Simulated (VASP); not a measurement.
A run of VASP 6.6.1 is set up as follows.

The input INCAR:

```
  PREC = Accurate
  ENCUT = 520
  EDIFF = 1E-6
  ISMEAR = -1
  SIGMA = 0.05
  LREAL = Auto
  LASPH = True
  NELM = 80
  ALGO = Normal
  ISIF = 2
  LWAVE = False
  LCHARG = False
  GGA = PE
  IVDW = 12
  NBANDS = 56
```

File KPOINTS:

```
regular mesh
0
Gamma
  1 1 1
```

The input POSCAR:

```
HCl
1.0
    7.4168600000      0.0000000000      0.0000000000
    0.0000000000      7.4168600000      0.0000000000
    0.0000000000      0.0000000000      7.4168600000
Cl H
10 10
Direct
    0.5719401472      0.3341575815      0.6312105123
    0.4076927433      0.1784582694     -0.0255903442
    0.6354441098      0.5362107415      0.1876265697
   -0.0522053807      0.6279881244      0.6008607416
    1.0559050596      0.4487074045      1.0237620772
    0.4337415025      0.8122305126      0.6715779993
    0.7342190631      1.1140293871      0.2931833687
    0.1589082172      0.2319714812      0.4027041093
   -0.0635713766     -0.0014022106      0.8038711800
    0.2407892289      0.8222617118      0.2577236189
    0.6406215029      0.2351938691      0.4971376027
    0.3169400528      0.0923975914      0.1023613766
    0.5208942868      0.6507201161      0.2235986657
   -0.0897819293      0.4902883430      0.5106338801
    1.0611768322      0.5301974151      0.8686020769
    0.5205167686      0.9627928800      0.6929212632
    0.6486168001      1.1859196479      0.1543645154
    0.2973225866      0.2384567054      0.5147865808
   -0.1288146197     -0.1519241296      0.8716087401
    0.1962960067      0.6971144123      0.1342481859
```

Potentials or basis: VASP PAW PBE potentials, release 64 (Cl, H).

Launch:

```console
$ cat potpaw_PBE.64/Cl/POTCAR potpaw_PBE.64/H/POTCAR > POTCAR
$ mpirun -np 1 vasp_gam > vasp.out
```

Problem. What does it give for the dispersion energy per atom?

Solution. -0.080 eV.

Problem. What does it give for the largest force?

Solution. 2.208 eV/Å.

Stress tensor (GPa, compression positive):
```
 0.98 -1.05 -0.41
-1.05  1.68  0.89
-0.41  0.89  0.84
```

Caveat: the k points lie up to 0.85 Å⁻¹ apart.
